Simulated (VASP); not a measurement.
# TiB2 (P6/mmm) in VASP: notebook, part 2 of 2

VASP 6.6.1. The steps go on from the part before.

**3. Relaxation of shape and atoms at fixed volume, PBE (7.53 Å³/atom)**

This run uses another cell than the first one, of 7.53 Å³/atom.

INCAR

```
PREC = Accurate
ENCUT = 600
EDIFF = 1E-6
ISMEAR = 0
SIGMA = 0.1
LREAL = F
LASPH = T
NELM = 80
ALGO = Normal
ISIF = 4
LWAVE = F
LCHARG = F
GGA = PE
IBRION = 2
NSW = 50
EDIFFG = -0.01
```

KPOINTS

```
Automatic mesh
0
Gamma
  18 18 14
```

POSCAR

```
TiB2
1.0
    2.9166974731      0.0000000000      0.0000000000
   -1.4583487365      2.5259341068      0.0000000000
    0.0000000000      0.0000000000      3.0656911262
Ti B
1 2
Direct
    0.0000000000      0.0000000000      0.0000000000
    0.3333333333      0.6666666667      0.5000000000
    0.6666666667      0.3333333333      0.5000000000
```

Potentials or basis: VASP PAW PBE potentials, release 64 (Ti_sv, B).

Launch:

```sh
> cat potpaw_PBE.64/Ti_sv/POTCAR potpaw_PBE.64/B/POTCAR > POTCAR
> mpirun -np 1 vasp_std > vasp.out
```

OUTCAR:

```text
PREC = Accurate
   ENCUT = 600
   EDIFF = 1E-6
   ISMEAR = 0
   LREAL = F
   LASPH = T
   NELM = 80
   ISIF = 4
   GGA = PE
   IBRION = 2
   NSW = 50
   EDIFFG = -0.01

 ion  position               nearest neighbor table
   1  0.000  0.000  0.000-   2 2.28   3 2.28   2 2.28   3 2.28   2 2.28   2 2.28   3 2.28   3 2.28
                             3 2.28   3 2.28   2 2.28   2 2.28
   2  0.333  0.667  0.500-   3 1.68   3 1.68   3 1.68   1 2.28   1 2.28   1 2.28   1 2.28   1 2.28
                             1 2.28
   3  0.667  0.333  0.500-   2 1.68   2 1.68   2 1.68   1 2.28   1 2.28   1 2.28   1 2.28   1 2.28
                             1 2.28

  LATTYP: Found a hexagonal cell.
 ALAT       =     2.9166974731
 C/A-ratio  =     1.0510829987

  Lattice vectors:

 A1 = (   2.9166974731,   0.0000000000,   0.0000000000)
 A2 = (  -1.4583487365,   2.5259341068,   0.0000000000)
 A3 = (   0.0000000000,   0.0000000000,   3.0656911262)

Analysis of symmetry for initial positions (statically):
=====================================================================
 Subroutine PRICEL returns:
 Original cell was already a primitive cell.

 Routine SETGRP: Setting up the symmetry group for a
 hexagonal supercell.

 Subroutine GETGRP returns: Found 24 space group operations
 (whereof 24 operations were pure point group operations)
 out of a pool of 24 trial point group operations.

The static configuration has the point symmetry D_6h.

Analysis of symmetry for dynamics (positions and initial velocities):
=====================================================================
 Subroutine PRICEL returns:
 Original cell was already a primitive cell.

 Routine SETGRP: Setting up the symmetry group for a
 hexagonal supercell.

 Subroutine GETGRP returns: Found 24 space group operations
 (whereof 24 operations were pure point group operations)
 out of a pool of 24 trial point group operations.

The dynamic configuration has the point symmetry D_6h.

 Subroutine INISYM returns: Found 24 space group operations
 (whereof 24 operations are pure point group operations),
 and found     1 'primitive' translations

----------------------------------------------------------------------------------------

                                     Primitive cell

  volume of cell :      22.5861

  direct lattice vectors                    reciprocal lattice vectors
     2.916697473  0.000000000  0.000000000     0.342853522  0.197946573  0.000000000
    -1.458348737  2.525934107  0.000000000     0.000000000  0.395893146  0.000000000
     0.000000000  0.000000000  3.065691126     0.000000000  0.000000000  0.326190721

  length of vectors
     2.916697473  2.916697473  3.065691126     0.395893146  0.395893146  0.326190721

  position of ions in fractional coordinates (direct lattice)
     0.000000000  0.000000000  0.000000000
     0.333333333  0.666666667  0.500000000
     0.666666667  0.333333333  0.500000000

  ion indices of the primitive-cell ions
   primitive index   ion index
[... 121 lines left out ...]
  ext. energy  EPLUGINS =         0.00000000
  ---------------------------------------------------
  free energy    TOTEN  =       -24.07035356 eV

  energy without entropy =      -24.06876058  energy(sigma->0) =      -24.06955707

------------------------ aborting loop because EDIFF is reached ----------------------------------------

  FORCE on cell =-STRESS in cart. coord.  units (eV):
  Direction    XX          YY          ZZ          XY          YZ          ZX
  --------------------------------------------------------------------------------------
  -------------------------------------------------------------------------------------
  Total        5.9390817      5.9390817      5.6403249      0.0000000      0.0000000      0.0000000
  in kB      421.2967244    421.2967244    400.1040098      0.0000000      0.0000000      0.0000000
  external PRESSURE =     414.2324862 kB  Pullay stress =       0.0000000 kB

 VOLUME and BASIS-vectors are now :
 -----------------------------------------------------------------------------
  energy-cutoff  :      600.00
  volume of cell :       22.59
      direct lattice vectors                 reciprocal lattice vectors
     2.916697473  0.000000000  0.000000000     0.342853522  0.197946573  0.000000000
    -1.458348737  2.525934107  0.000000000     0.000000000  0.395893146  0.000000000
     0.000000000  0.000000000  3.065691126     0.000000000  0.000000000  0.326190721

 POSITION                                       TOTAL-FORCE (eV/Angst)
 -----------------------------------------------------------------------------------
      0.00000      0.00000      0.00000        -0.000000     -0.000000     -0.000000
     -0.00000      1.68396      1.53285         0.000000     -0.000000     -0.000000
      1.45835      0.84198      1.53285        -0.000000      0.000000      0.000000
 -----------------------------------------------------------------------------------
    total drift:                               -0.000000      0.000000      0.000000

  FREE ENERGIE OF THE ION-ELECTRON SYSTEM (eV)
  ---------------------------------------------------
  free  energy   TOTEN  =       -24.0703535601 eV

  energy  without entropy=      -24.0687605846  energy(sigma->0) =      -24.06955707

--------------------------------------- Ionic step        2  -------------------------------------------

 number of electron      17.9999998 magnetization

 Free energy of the ion-electron system (eV)
  ---------------------------------------------------
  ext. energy  EPLUGINS =         0.00000000
  ---------------------------------------------------
  free energy    TOTEN  =       -24.07076401 eV

  energy without entropy =      -24.06914926  energy(sigma->0) =      -24.06995664

 E-fermi :  11.4933     XC(G=0): -13.3982

 val. band max:       11.4817669604   @ k =   0.0556   0.0000   0.3571
 cond. band min:      11.4984576714   @ k =   0.0556   0.0000   0.4286
 fundamental gap:      0.0166907111
 Fermi energy:        11.4932903766

 k-point     1 :       0.0000    0.0000    0.0000
  band No.  band energies     occupation
      1     -45.1612      2.00000
      2     -21.5272      2.00000
      3     -21.1461      2.00000
      4     -21.1461      2.00000
      5      -2.7172      2.00000
      6       8.4287      2.00000
      7       8.4287      2.00000
      8       9.0545      2.00000
      9       9.3362      2.00000
     10      13.7499      0.00000
     11      13.7499      0.00000
     12      15.8747      0.00000
     13      15.8747      0.00000
[... 354 lines left out ...]
  band No.  band energies     occupation
      1     -45.0725      2.00000
      2     -21.7161      2.00000
      3     -21.4197      2.00000
      4     -21.3261      2.00000
      5       1.0383      2.00000
      6       2.7593      2.00000
      7       6.6417      2.00000
      8       8.1601      2.00000
      9      10.1307      2.00000
     10      12.1041      0.00000
     11      14.1416      0.00000
     12      15.0868      0.00000
     13      16.5594      0.00000

 [... further k-points ...]

------------------------ aborting loop because EDIFF is reached ----------------------------------------

  FORCE on cell =-STRESS in cart. coord.  units (eV):
  Direction    XX          YY          ZZ          XY          YZ          ZX
  --------------------------------------------------------------------------------------
  -------------------------------------------------------------------------------------
  Total        5.7979874      5.7979874      5.8327563      0.0000000      0.0000000      0.0000000
  in kB      411.2880102    411.2880102    413.7543879      0.0000000      0.0000000      0.0000000
  external PRESSURE =     412.1101361 kB  Pullay stress =       0.0000000 kB

 VOLUME and BASIS-vectors are now :
 -----------------------------------------------------------------------------
  energy-cutoff  :      600.00
  volume of cell :       22.59
      direct lattice vectors                 reciprocal lattice vectors
     2.921375844  0.000000000  0.000000000     0.342304467  0.197629576  0.000000000
    -1.460687922  2.529985695 -0.000000000    -0.000000000  0.395259152 -0.000000000
    -0.000000000  0.000000000  3.055880025    -0.000000000  0.000000000  0.327237978

 POSITION                                       TOTAL-FORCE (eV/Angst)
 -----------------------------------------------------------------------------------
      1.46069      2.52999      3.05588        -0.000000      0.000000      0.000000
     -0.00000      1.68666      1.52794        -0.000000     -0.000000     -0.000000
      1.46069      0.84333      1.52794         0.000000     -0.000000      0.000000
 -----------------------------------------------------------------------------------
    total drift:                                0.000000      0.000000     -0.000000

  FREE ENERGIE OF THE ION-ELECTRON SYSTEM (eV)
  ---------------------------------------------------
  free  energy   TOTEN  =       -24.0707640124 eV

  energy  without entropy=      -24.0691492626  energy(sigma->0) =      -24.06995664

 reached required accuracy - stopping structural energy minimisation
```

OSZICAR:

```text
N       E                     dE             d eps       ncg     rms          rms(c)
DAV:   1     0.141456430954E+03    0.14146E+03   -0.10349E+04  7701   0.181E+03
DAV:   2    -0.190278818640E+02   -0.16048E+03   -0.15619E+03  7881   0.427E+02
DAV:   3    -0.290047844563E+02   -0.99769E+01   -0.97927E+01 11032   0.999E+01
DAV:   4    -0.293582126930E+02   -0.35343E+00   -0.35285E+00  9750   0.171E+01
[... 11 lines left out ...]
DAV:   1    -0.240717734923E+02   -0.14202E-02   -0.59748E-02  8376   0.406E+00    0.245E-01
DAV:   2    -0.240710971078E+02    0.67638E-03   -0.31316E-03  8070   0.620E-01    0.144E-01
DAV:   3    -0.240707893858E+02    0.30772E-03   -0.33984E-04  8948   0.254E-01    0.395E-02
DAV:   4    -0.240707649197E+02    0.24466E-04   -0.53819E-05  9588   0.921E-02    0.652E-03
DAV:   5    -0.240707640124E+02    0.90729E-06   -0.48732E-06  8036   0.273E-02
   2 F= -.24070764E+02 E0= -.24069957E+02  d E =-.410452E-03
```

CONTCAR:

```text
TiB2
   1.00000000000000
     2.9213758441857638    0.0000000000055140    0.0000000000000000
    -1.4606879220380264    2.5299856949945809   -0.0000000000000000
    -0.0000000000000000    0.0000000000000000    3.0558800253494791
  Ti              B
     1     2
Direct
     1.0000000000000000    1.0000000000000000    1.0000000000000000
     0.3333333332999970    0.6666666667000030    0.5000000000000000
     0.6666666667000030    0.3333333332999970    0.5000000000000000

  0.00000000E+00  0.00000000E+00  0.00000000E+00
  0.00000000E+00  0.00000000E+00  0.00000000E+00
  0.00000000E+00  0.00000000E+00  0.00000000E+00
```

Run time: 2.1 min. Hardware: 1 thread of Intel Xeon 8259CL, shared host; peak memory 0.23 GiB.

Results:

* Free energy: -24.0708 eV
* Energy gained by relaxing: 0.1 meV/atom
* Ionic steps: 2
* Pressure after relaxing: 41.2 GPa
* Band gap on the k mesh: zero (bands 9 and 10 overlap by 0.73 eV)

The path:
| step | energy change (eV) | largest force (eV/Å) | pressure (GPa) | volume (Å³) |
| --- | --- | --- | --- | --- |
| 1 | 0.0000 | 0.0000 | 41.42 | 22.59 |
| 2 | -0.0004 | 0.0000 | 41.21 | 22.59 |

Final structure:
```cif
data_structure
_symmetry_space_group_name_H-M 'P 1'
_symmetry_Int_Tables_number 1
_cell_length_a 2.9214
_cell_length_b 2.9214
_cell_length_c 3.0559
_cell_angle_alpha 90.000
_cell_angle_beta 90.000
_cell_angle_gamma 120.000
_cell_volume 22.59
loop_
_atom_site_label
_atom_site_type_symbol
_atom_site_fract_x
_atom_site_fract_y
_atom_site_fract_z
_atom_site_occupancy
Ti1 Ti 0.00000 0.00000 0.00000 1
B1 B 0.33333 0.66667 0.50000 1
B2 B 0.66667 0.33333 0.50000 1
```

Levels at points of the mesh, in eV from the Fermi level:
```tsv
k point	band 6	band 7	band 8	band 9	band 10	band 11	band 12	band 13
(0.00, 0.00, 0.00)	-3.06	-3.06	-2.44	-2.16	2.26	2.26	4.38	4.38
(0.50, 0.00, 0.00)	-9.49	-3.54	-3.51	-2.67	1.60	3.17	3.78	3.82
(0.00, 0.00, 0.50)	-8.16	-0.67	-0.67	-0.37	-0.37	0.47	0.47	2.20
(0.50, 0.00, 0.50)	-7.79	-5.25	-4.33	-3.20	3.09	3.42	5.47	5.54
```
